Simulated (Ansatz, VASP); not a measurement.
LiCl: VASP beside Ansatz

```
Li Cl
1.0
     3.89374    0.00000    0.00000
    -1.94687    3.37208    0.00000
     0.00000    0.00000    6.22588
Li Cl
2 2
Direct
  0.66667 0.33333 0.87808
  0.33333 0.66667 0.37808
  0.66667 0.33333 0.49692
  0.33333 0.66667 0.99692
```

Alike in both runs: task single point; functional PBE; k mesh 12 × 12 × 4; occupations fermi-dirac, width 0.02 eV; no spin polarisation.

|  | VASP | Ansatz |
| --- | --- | --- |
| version | VASP 6.6.1 | Ansatz 0.2.0 |
| potentials or method | VASP PAW PBE potentials, release 64 (Li_sv, Cl) | plane waves, PAW |
| plane-wave cutoff (eV) | 520 | 420 |
| valence electrons in the cell | 20 | 20 |

Ansatz gave:

```
gap on the k mesh at the Fermi level (eV) : 6.02
```

What did VASP give for the same quantities?

gap on the k mesh at the Fermi level (eV): 6.03.

The functional is the same, so the differences come from potentials, cutoffs and numerics.

Noted on VASP's run: the cutoff is under 1.25 times that of the potentials, so the pressure is a little rough.
